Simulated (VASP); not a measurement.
# TePb4Se3 in VASP: further runs

TePb4Se3 is run at these levels: PBE; tasks: single point.

All numbers are computed with VASP 6.6.1; they aren't measurements. Logs are shortened: lines on timing, memory, paths and dates and some standing lists are left out, and cuts for length are marked.

**1. The cell of the first run**

Symmetry: R3m, No. 160, trigonal system. Conventional cell: a = 8.928 Å, b = 8.928 Å, c = 11.075 Å, α = 90.00°, β = 90.00°, γ = 120.00°. Within 4.1 Å of Te (site symmetry 3m) lie 6 Pb at 3.14 to 3.21 Å. Within 4.0 Å of Pb (site symmetry 3m) lie 6 Se at 3.05 to 3.31 Å. Pb (site symmetry m) has 4 Se at 3.03 to 3.32 Å and 2 Te at 3.14 to 3.21 Å within 4.0 Å. Within 4.0 Å of Se (site symmetry m) lie 6 Pb at 3.03 to 3.32 Å.

**2. Single point, PBE**

INCAR reads:

```
SYSTEM = TePb4Se3
  PREC = Accurate
  ENCUT = 500
  EDIFF = 1E-6
  ISMEAR = 0
  SIGMA = 0.02
  LREAL = .FALSE.
  LASPH = .TRUE.
  NELM = 120
  ALGO = Normal
  ISIF = 2
  LWAVE = .FALSE.
  LCHARG = .FALSE.
  GGA = PE
  NBANDS = 50
  GGA_COMPAT = .FALSE.
```

KPOINTS reads:

```
regular mesh
0
G
  6 6 6
  0 0 0
```

POSCAR reads:

```
TePb4Se3
1.0
    4.4639967664      2.5772897347      3.6917705791
   -4.4639967664      2.5772897347      3.6917705791
    0.0000000000     -5.1545794695      3.6917705791
Te Pb Se
1 4 3
Direct
    0.4900055336      0.4900055336      0.4900055336
    0.0120710725      0.0120710725      0.0120710725
    0.9948927517      0.5139359347      0.5139359347
    0.5139359347      0.9948927517      0.5139359347
    0.5139359347      0.5139359347      0.9948927517
    0.4918970635      0.9907424946      0.9907424946
    0.9907424946      0.4918970635      0.9907424946
    0.9907424946      0.9907424946      0.4918970635
```

Potentials or basis: VASP PAW PBE potentials, release 64 (Te, Pb_d, Se).

Started as:

```sh
> cat potpaw_PBE.64/Te/POTCAR potpaw_PBE.64/Pb_d/POTCAR potpaw_PBE.64/Se/POTCAR > POTCAR
> mpirun -np 1 vasp_std > vasp.out
```

OUTCAR:

```text
SYSTEM = TePb4Se3
   PREC = Accurate
   ENCUT = 500
   EDIFF = 1E-6
   ISMEAR = 0
   LREAL = .FALSE.
   LASPH = .TRUE.
   NELM = 120
   ISIF = 2
   GGA = PE

 ion  position               nearest neighbor table
   1  0.490  0.490  0.490-   3 3.14   4 3.14   5 3.14   4 3.21   3 3.21   5 3.21
   2  0.012  0.012  0.012-   6 3.05   7 3.05   8 3.05   7 3.31   6 3.31   8 3.31
   3  0.995  0.514  0.514-   8 3.03   7 3.03   1 3.14   1 3.21   8 3.32   7 3.32
   4  0.514  0.995  0.514-   8 3.03   6 3.03   1 3.14   1 3.21   8 3.32   6 3.32
   5  0.514  0.514  0.995-   6 3.03   7 3.03   1 3.14   1 3.21   6 3.32   7 3.32
   6  0.492  0.991  0.991-   5 3.03   4 3.03   2 3.05   2 3.31   5 3.32   4 3.32
   7  0.991  0.492  0.991-   5 3.03   3 3.03   2 3.05   2 3.31   5 3.32   3 3.32
   8  0.991  0.991  0.492-   3 3.03   4 3.03   2 3.05   2 3.31   4 3.32   3 3.32

  LATTYP: Found a trigonal (rhomboedric) cell.
 ALAT       =     6.3402570544
 COS(alpha) =     0.0085655479

  Lattice vectors:

 A1 = (   4.4639967664,   2.5772897347,   3.6917705791)
 A2 = (  -4.4639967664,   2.5772897347,   3.6917705791)
 A3 = (   0.0000000000,  -5.1545794695,   3.6917705791)

Analysis of symmetry for initial positions (statically):
=====================================================================
 Subroutine PRICEL returns:
 Original cell was already a primitive cell.

 Routine SETGRP: Setting up the symmetry group for a
 trigonal (rhombohedral) supercell.

 Subroutine GETGRP returns: Found  6 space group operations
 (whereof  6 operations were pure point group operations)
 out of a pool of 12 trial point group operations.

The static configuration has the point symmetry C_3v.

Analysis of symmetry for dynamics (positions and initial velocities):
=====================================================================
 Subroutine PRICEL returns:
 Original cell was already a primitive cell.

 Routine SETGRP: Setting up the symmetry group for a
 trigonal (rhombohedral) supercell.

 Subroutine GETGRP returns: Found  6 space group operations
 (whereof  6 operations were pure point group operations)
 out of a pool of 12 trial point group operations.

The dynamic configuration has the point symmetry C_3v.

 Subroutine INISYM returns: Found  6 space group operations
 (whereof  6 operations are pure point group operations),
 and found     1 'primitive' translations

----------------------------------------------------------------------------------------

                                     Primitive cell

  volume of cell :     254.8432

  direct lattice vectors                    reciprocal lattice vectors
     4.463996766  2.577289735  3.691770579     0.112007250  0.064667416  0.090290912
    -4.463996766  2.577289735  3.691770579    -0.112007250  0.064667416  0.090290912
     0.000000000 -5.154579469  3.691770579     0.000000000 -0.129334831  0.090290912

  length of vectors
     6.340257054  6.340257054  6.340257054     0.157733787  0.157733787  0.157733787

  position of ions in fractional coordinates (direct lattice)
     0.490005534  0.490005534  0.490005534
     0.012071072  0.012071072  0.012071072
     0.994892752  0.513935935  0.513935935
     0.513935935  0.994892752  0.513935935
     0.513935935  0.513935935  0.994892752
     0.491897063  0.990742495  0.990742495
     0.990742495  0.491897063  0.990742495
     0.990742495  0.990742495  0.491897063

  ion indices of the primitive-cell ions
   primitive index   ion index
                 1           1
                 2           2
                 3           3
                 4           4
                 5           5
                 6           6
                 7           7
                 8           8

----------------------------------------------------------------------------------------

 KPOINTS: regular mesh

Automatic generation of k-mesh.
 Grid dimensions read from file:
 generate k-points for:    6    6    6

 Generating k-lattice:

  Cartesian coordinates                     Fractional coordinates (reciprocal lattice)
     0.018667875  0.010777903  0.015048485     0.166666667 -0.000000000  0.000000000
    -0.018667875  0.010777903  0.015048485    -0.000000000  0.166666667  0.000000000
     0.000000000 -0.021555805  0.015048485     0.000000000  0.000000000  0.166666667

  Length of vectors
     0.026288964  0.026288964  0.026288964

  Shift w.r.t. Gamma in fractional coordinates (k-lattice)
     0.000000000  0.000000000  0.000000000

 Subroutine IBZKPT returns following result:
 ===========================================

 Found     32 irreducible k-points:

 Following reciprocal coordinates:
            Coordinates               Weight
  0.000000  0.000000  0.000000      1.000000
  0.166667  0.000000  0.000000      6.000000
  0.333333  0.000000  0.000000      6.000000
  0.500000 -0.000000  0.000000      3.000000
  0.166667  0.166667  0.000000      6.000000
  0.333333  0.166667  0.000000     12.000000
[... 16 lines left out ...]
  0.500000  0.500000  0.166667      6.000000
 -0.333333  0.500000  0.166667     12.000000
 [... further k-points ...]
   k-points           NKPTS =     32   k-points in BZ     NKDIM =     32   number of bands    NBANDS=     50
   number of dos      NEDOS =    301   number of ions     NIONS =      8
   total plane-waves  NPLWV = 110592
   dimension x,y,z NGX =    48 NGY =   48 NGZ =   48
   dimension x,y,z NGXF=    96 NGYF=   96 NGZF=   96
   ions per type =               1   4   3
   NGX,Y,Z   is equivalent  to a cutoff of  12.59, 12.59, 12.59 a.u.
   NGXF,Y,Z  is equivalent  to a cutoff of  25.17, 25.17, 25.17 a.u.
 SYSTEM =  TePb4Se3
   PREC   = accura    normal or accurate (medium, high low for compatibility)
   ISTART =      0    job   : 0-new  1-cont  2-samecut
   ICHARG =      2    charge: 1-file 2-atom 10-const
   ISPIN  =      1    spin polarized calculation?
   LNONCOLLINEAR =      F non collinear calculations
   LSORBIT =      F    spin-orbit coupling
   LASPH  =      T    aspherical Exc in radial PAW
   ENCUT  =  500.0 eV  36.75 Ry    6.06 a.u.  11.56 11.56 11.56*2*pi/ulx,y,z
   NELM   =    120;   NELMIN=  2; NELMDL= -5     # of ELM steps
   EDIFF  = 0.1E-05   stopping-criterion for ELM
   LREAL  =      F    real-space projection
   EDIFFG = 0.1E-04   stopping-criterion for IOM
   NSW    =      0    number of steps for IOM
   IBRION =     -1    ionic relax: 0-MD 1-quasi-New 2-CG
   NFREE  =      0    steps in history (QN), initial steepest desc. (CG)
   ISIF   =      2    stress and relaxation
   ISYM   =      2    0-nonsym 1-usesym 2-fastsym
   POTIM  = 0.5000    time-step for ionic-motion
   TEBEG  =    0.0;   TEEND  =   0.0 temperature during run
   PSTRESS=    0.0 pullay stress
   NELECT =      80.0000    total number of electrons
   NUPDOWN=      -1.0000    fix difference up-down
   EMIN   =  10.00;   EMAX   =-10.00  energy-range for DOS
   EFERMI =   0.00;   METHOD = LEGACY
   ISMEAR =     0;   SIGMA  =   0.02  broadening in eV -4-tet -1-fermi 0-gaus
   EFERMI_NEDOS =   21; number of points for ismear=-14 and -15
   IALGO  =     38    algorithm
   IMIX   =      4    mixing-type and parameters
     AMIX     =   0.40;   BMIX     =  1.00
     AMIX_MAG =   1.60;   BMIX_MAG =  1.00
  volume/ion in A,a.u.               =      31.86       214.97
  Fermi-wavevector in a.u.,A,eV,Ry     =   1.112621  2.102548 16.842990  1.237925
  Thomas-Fermi vector in A             =   2.249197
   LORBIT       =      0    0 simple, 1 ext, 2 COOP (PROOUT), +10 PAW based schemes
   GGA     = PE    functional components
   LHFCALC =     F    Hartree Fock is set to
   AEXX    =    0.0000 exact exchange contribution
   IVDW    =     0    specifies the selected vdW correction
   LEPSILON=     F    determine dielectric tensor
   LRPA    =     F    only Hartree local field effects (RPA)
 non-spin polarized calculation
 Gauss-broadening in eV      SIGMA  =   0.02
  energy-cutoff  :      500.00
  volume of cell :      254.84
 maximum number of plane-waves:      6486
 NGX is ok and might be reduce to    48
   NGX = 23   NGY = 23   NGZ = 23

 number of electron      79.9999990 magnetization

 Free energy of the ion-electron system (eV)
  ---------------------------------------------------
  ext. energy  EPLUGINS =         0.00000000
  ---------------------------------------------------
  free energy    TOTEN  =       -31.92408489 eV

  energy without entropy =      -31.92408489  energy(sigma->0) =      -31.92408489

 E-fermi :   4.5511     XC(G=0):  -9.1706

 val. band max:        4.4508270621   @ k =   0.5000   0.5000   0.5000
 cond. band min:       4.9637542101   @ k =   0.5000   0.5000   0.5000
 fundamental gap:      0.5129271480
 Fermi energy:         4.5510624657

 k-point     1 :       0.0000    0.0000    0.0000
  band No.  band energies     occupation
      1     -12.3162      2.00000
      2     -12.3162      2.00000
      3     -12.2963      2.00000
      4     -12.2701      2.00000
      5     -12.2660      2.00000
      6     -12.2660      2.00000
[... 42 lines left out ...]
     49       9.6720      0.00000
     50       9.8411      0.00000

 k-point     2 :       0.1667    0.0000    0.0000
  band No.  band energies     occupation
      1     -12.3134      2.00000
      2     -12.3105      2.00000
      3     -12.2905      2.00000
      4     -12.2695      2.00000
      5     -12.2656      2.00000
      6     -12.2651      2.00000
[... 42 lines left out ...]
     49       9.5834      0.00000
     50       9.6958      0.00000

 k-point     3 :       0.3333    0.0000    0.0000
  band No.  band energies     occupation
      1     -12.3078      2.00000
      2     -12.2975      2.00000
      3     -12.2772      2.00000
      4     -12.2684      2.00000
      5     -12.2643      2.00000
      6     -12.2631      2.00000
[... 1102 lines left out ...]
     49       8.2256      0.00000
     50       8.2410      0.00000

 k-point    24 :      -0.3333    0.5000    0.1667
  band No.  band energies     occupation
      1     -12.2909      2.00000
      2     -12.2832      2.00000
      3     -12.2687      2.00000
      4     -12.2650      2.00000
      5     -12.2633      2.00000
      6     -12.2436      2.00000
[... 42 lines left out ...]
     49       8.1016      0.00000
     50       8.1880      0.00000

 [... further k-points ...]
[... 5 lines left out ...]
  --------------------------------------------------------------------------------------
  -------------------------------------------------------------------------------------
  Total        0.0396622      0.0396622      0.0014633      0.0000000     -0.0000000      0.0000000
  in kB        0.2493527      0.2493527      0.0091996      0.0000000     -0.0000000      0.0000000
  external PRESSURE =       0.1693017 kB  Pullay stress =       0.0000000 kB

 VOLUME and BASIS-vectors are now :
 -----------------------------------------------------------------------------
  energy-cutoff  :      500.00
  volume of cell :      254.84
      direct lattice vectors                 reciprocal lattice vectors
     4.463996766  2.577289735  3.691770579     0.112007250  0.064667416  0.090290912
    -4.463996766  2.577289735  3.691770579    -0.112007250  0.064667416  0.090290912
     0.000000000 -5.154579469  3.691770579     0.000000000 -0.129334831  0.090290912

 POSITION                                       TOTAL-FORCE (eV/Angst)
 -----------------------------------------------------------------------------------
      0.00000     -0.00000      5.42696         0.000000      0.000000     -0.004135
      0.00000     -0.00000      0.13369         0.000000      0.000000     -0.000219
      2.14699      1.23957      7.46758         0.003584      0.002069     -0.003081
     -2.14699      1.23957      7.46758        -0.003584      0.002069     -0.003081
      0.00000     -2.47913      7.46758         0.000000     -0.004139     -0.003081
     -2.22684     -1.28567      9.13116        -0.000436     -0.000252      0.004533
      2.22684     -1.28567      9.13116         0.000436     -0.000252      0.004533
      0.00000      2.57134      9.13116         0.000000      0.000503      0.004533
 -----------------------------------------------------------------------------------
    total drift:                               -0.000000     -0.000003     -0.001140

  FREE ENERGIE OF THE ION-ELECTRON SYSTEM (eV)
  ---------------------------------------------------
  free  energy   TOTEN  =       -31.9240848862 eV

  energy  without entropy=      -31.9240848862  energy(sigma->0) =      -31.92408489
```

Wall time 6.9 min (1 thread of Intel Xeon 6975P-C, shared host); peak memory 0.53 GiB.

What came out:

```
Free energy            : -31.9241 eV
Pressure               : 0.0 GPa
Largest force          : 0.005 eV/Å
Band gap on the k mesh : 0.51 eV, direct
```

Forces on the atoms (eV/Å):
```
Te   0.000  0.000 -0.004
Pb   0.000  0.000  0.000
Pb   0.004  0.002 -0.003
Pb  -0.004  0.002 -0.003
Pb   0.000 -0.004 -0.003
Se   0.000  0.000  0.005
Se   0.000  0.000  0.005
Se   0.000  0.001  0.005
```

Levels at points of the mesh, in eV from the valence-band top:
| k point | band 38 | band 39 | band 40 | band 41 | band 42 | band 43 |
| --- | --- | --- | --- | --- | --- | --- |
| (0.00, 0.00, 0.00) | -1.46 | -1.45 | -1.45 | 3.49 | 3.67 | 3.67 |
| (0.50, 0.00, 0.00) | -1.25 | -0.70 | -0.41 | 1.95 | 1.98 | 2.40 |
| (0.50, 0.50, 0.00) | -0.65 | -0.49 | -0.46 | 1.35 | 1.52 | 1.59 |
| (0.50, 0.50, 0.50) | -0.03 | 0.00 | 0.00 | 0.51 | 0.51 | 0.64 |

Caveat: spin-orbit coupling is left out, which moves the levels of the heavy elements. A k mesh can miss the band edges.

**3. Single point, PBE**

This run uses another cell than the first one, of 31.98 Å³/atom, 1.004 times its volume.

INCAR reads:

```
SYSTEM = TePb4Se3
ALGO = Normal
EDIFF = 1E-6
ENCUT = 500
GGA = PE
GGA_COMPAT = .FALSE.
ISIF = 2
ISMEAR = 0
LASPH = .TRUE.
LCHARG = .TRUE.
LELF = .TRUE.
LREAL = .FALSE.
LVHAR = .TRUE.
LWAVE = .FALSE.
NBANDS = 50
NELM = 120
PREC = Accurate
SIGMA = 0.2
```

KPOINTS reads:

```
k-points
0
G
  4 4 4
  0 0 0
```

POSCAR reads:

```
TePb4Se3
1.0
    6.3500676338      0.0302749251      0.0325668060
    0.0310356009      6.3451142844      0.0305380882
    0.0327301089      0.0299367747      6.3495069830
Te Pb Se
1 4 3
Direct
    0.5129698880      0.5117957099      0.5128563804
   -0.0151687133     -0.0136760112     -0.0150648609
    0.4835864276      0.0058164337      0.4837034237
    0.0064080905      0.4845927594      0.4834993347
    0.4834205891      0.4844373939      0.0063847531
    0.0100428926      0.5081953555      0.0100022882
    0.5088216875      0.0093786151      0.0098457945
    0.0099191380      0.0094597437      0.5087728862
```

Potentials or basis: VASP PAW PBE potentials, release 64 (Te, Pb_d, Se).

Started as:

```sh
> cat potpaw_PBE.64/Te/POTCAR potpaw_PBE.64/Pb_d/POTCAR potpaw_PBE.64/Se/POTCAR > POTCAR
> mpirun -np 1 vasp_std > vasp.out
```

OUTCAR:

```text
SYSTEM = TePb4Se3
   EDIFF = 1E-6
   ENCUT = 500
   GGA = PE
   ISIF = 2
   ISMEAR = 0
   LASPH = .TRUE.
   LREAL = .FALSE.
   NELM = 120
   PREC = Accurate

 ion  position               nearest neighbor table
   1  0.513  0.512  0.513-   4 3.14   5 3.14   3 3.14   3 3.22   5 3.23   4 3.23
   2  0.985  0.986  0.985-   7 3.03   8 3.03   6 3.04   6 3.32   8 3.34   7 3.34
   3  0.484  0.006  0.484-   8 3.01   7 3.01   1 3.14   1 3.22   7 3.35   8 3.35
   4  0.006  0.485  0.483-   6 3.01   8 3.02   1 3.14   1 3.23   8 3.34   6 3.35
   5  0.483  0.484  0.006-   6 3.01   7 3.02   1 3.14   1 3.23   7 3.34   6 3.35
   6  0.010  0.508  0.010-   5 3.01   4 3.01   2 3.04   2 3.32   4 3.35   5 3.35
   7  0.509  0.009  0.010-   3 3.01   5 3.02   2 3.03   5 3.34   2 3.34   3 3.35
[... 1490 lines left out ...]
  external PRESSURE =      -0.0916829 kB  Pullay stress =       0.0000000 kB

 VOLUME and BASIS-vectors are now :
 -----------------------------------------------------------------------------
  energy-cutoff  :      500.00
  volume of cell :      255.82
      direct lattice vectors                 reciprocal lattice vectors
     6.350067634  0.030274925  0.032566806     0.157486437 -0.000766417 -0.000808189
     0.031035601  6.345114284  0.030538088    -0.000747633  0.157608789 -0.000739243
     0.032730109  0.029936775  6.349506983    -0.000804157 -0.000754092  0.157500243

 POSITION                                       TOTAL-FORCE (eV/Angst)
 -----------------------------------------------------------------------------------
      3.29006      3.27829      3.28872        -0.000180      0.001147      0.000312
      6.31659      6.31764      6.31605         0.004311      0.003117      0.004374
      3.08682      0.06603      3.08720         0.003848     -0.000116      0.003829
      0.07156      3.08946      3.08499        -0.000098      0.002696      0.003504
      3.08500      3.08864      0.07108         0.003609      0.003351     -0.000568
      0.07987      3.22516      0.07936        -0.003426     -0.004297     -0.003406
      3.23167      0.07521      0.07937        -0.004415     -0.002897     -0.003530
      0.07993      0.07555      3.23107        -0.003648     -0.003002     -0.004517
 -----------------------------------------------------------------------------------
    total drift:                                0.000403      0.000959      0.000446

  FREE ENERGIE OF THE ION-ELECTRON SYSTEM (eV)
  ---------------------------------------------------
  free  energy   TOTEN  =       -31.8894133947 eV

  energy  without entropy=      -31.8883983344  energy(sigma->0) =      -31.88890586
```

OSZICAR:

```text
N       E                     dE             d eps       ncg     rms          rms(c)
DAV:   1     0.877474506041E+03    0.87747E+03   -0.34385E+04  3600   0.158E+03
DAV:   2     0.832912390010E+02   -0.79418E+03   -0.76719E+03  3692   0.434E+02
DAV:   3    -0.259222837016E+02   -0.10921E+03   -0.10438E+03  4594   0.187E+02
DAV:   4    -0.326943442331E+02   -0.67721E+01   -0.66797E+01  4354   0.480E+01
DAV:   5    -0.330206625819E+02   -0.32632E+00   -0.32584E+00  4836   0.100E+01    0.592E+00
DAV:   6    -0.318712838653E+02    0.11494E+01   -0.20649E+00  5196   0.722E+00    0.346E+00
DAV:   7    -0.318803100066E+02   -0.90261E-02   -0.68379E-01  4688   0.276E+00    0.182E+00
DAV:   8    -0.318900457454E+02   -0.97357E-02   -0.56795E-02  4602   0.177E+00    0.316E-01
DAV:   9    -0.318888689051E+02    0.11768E-02   -0.86917E-03  4850   0.578E-01    0.171E-01
DAV:  10    -0.318892539280E+02   -0.38502E-03   -0.22951E-03  4658   0.188E-01    0.844E-02
DAV:  11    -0.318894083586E+02   -0.15443E-03   -0.22799E-04  4576   0.855E-02    0.298E-02
DAV:  12    -0.318894130470E+02   -0.46884E-05   -0.45521E-05  4898   0.402E-02    0.165E-02
DAV:  13    -0.318894127066E+02    0.34041E-06   -0.22731E-05  4456   0.330E-02    0.438E-03
DAV:  14    -0.318894133947E+02   -0.68806E-06   -0.31606E-06  3464   0.763E-03
   1 F= -.31889413E+02 E0= -.31888906E+02  d E =-.101506E-02
```

stdout:

```text
POSCAR found type information on POSCAR TePbSe
 POSCAR found :  3 types and       8 ions
 scaLAPACK will be used
 LDA part: xc-table for (Slater+PW92), standard interpolation
 POSCAR, INCAR and KPOINTS ok, starting setup
 FFT: planning ... GRIDC
 FFT: planning ... GRID_SOFT
 FFT: planning ... GRID
 WAVECAR not read
 entering main loop
```

It took 7.3 min on 1 thread of Intel Xeon 6975P-C, shared host; peak memory 0.57 GiB.

What came out:

| Item | Value |
| --- | --- |
| Free energy | -31.8894 eV |
| Pressure | 0.0 GPa |
| Largest force | 0.007 eV/Å |
| Band gap on the k mesh | 0.57 eV, direct |

Forces on the atoms (eV/Å):
```
Te   0.000  0.001  0.000
Pb   0.004  0.003  0.004
Pb   0.004  0.000  0.004
Pb   0.000  0.003  0.004
Pb   0.004  0.003 -0.001
Se  -0.003 -0.004 -0.003
Se  -0.004 -0.003 -0.004
Se  -0.004 -0.003 -0.005
```

Caveat: spin-orbit coupling is left out, which moves the levels of the heavy elements. A k mesh can miss the band edges.
